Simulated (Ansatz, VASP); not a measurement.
## Al in VASP and in Ansatz

File INCAR:

```
PREC = Accurate
ENCUT = 520
EDIFF = 1E-7
ISMEAR = 0
SIGMA = 0.15
LREAL = False
LASPH = True
NELM = 80
ALGO = Fast
ISIF = 2
LWAVE = False
LCHARG = False
GGA = PE
IVDW = 12
NBANDS = 14
```

Contents of KPOINTS:

```
regular mesh
0
Gamma
  18 18 4
```

The input POSCAR:

```
Al
1.0
    2.8144222650      0.0000000000      0.0000000000
   -1.4072111325      2.4373611785      0.0000000000
    0.0000000000      0.0000000000      9.2410470710
Al
4
Direct
    0.0000000000      0.0000000000      0.0000000000
    0.4194920864      0.8389841729      0.2500000000
    0.0000000000      0.0000000000      0.5000000000
    0.6666666667      0.3333333333      0.7500000000
```

Input for Ansatz:

```yaml
crystal:
  lattice:
    - [2.814422265, 0.0, 0.0]
    - [-1.4072111325, 2.4373611785, 0.0]
    - [0.0, 0.0, 9.241047071]
  atoms:
    - { symbol: Al, position: [0.0, 0.0, 0.0] }
    - { symbol: Al, position: [0.4194920864, 0.8389841729, 0.25] }
    - { symbol: Al, position: [0.0, 0.0, 0.5] }
    - { symbol: Al, position: [0.6666666667, 0.3333333333, 0.75] }
basis:
  ecutwfc: 420
kpoints:
  mp_grid: { grid: [18, 18, 4] }
hamiltonian:
  xc: pbe
  pseudopotentials: { kind: paw, azcp: { folder: soft_1 } }
  dispersion: d3bj
scf:
  occupations: { method: gaussian, width: 0.15 }
output:
  forces: true
  stress: true
  eigenvalues: true
```

Alike in both runs: task single point; functional PBE; dispersion D3(BJ); k mesh 18 × 18 × 4; occupations gaussian, width 0.15 eV; no spin polarisation.

|  | VASP | Ansatz |
| --- | --- | --- |
| version | VASP 6.6.1 | Ansatz 0.2.0 |
| potentials or method | VASP PAW PBE potentials, release 64 (Al), cutoff 520 eV | scalar-relativistic, plane waves, PAW |
| valence electrons in the cell | 12 | 12 |

```tsv
	VASP	Ansatz	Ansatz less VASP
gap on the k mesh at the Fermi level (eV)	none	none	-
pressure (GPa)	0.6	0.6	0.00
traceless stress, the component that is largest in VASP (GPa)	1.14	1.14	-0.005
rms of the force components (eV/Å)	0.103	0.103	0.0000
```

Atom by atom the forces differ by 0.000 eV/Å (rms over components). A gap of «none» marks a metal or a gap that the smearing closes.
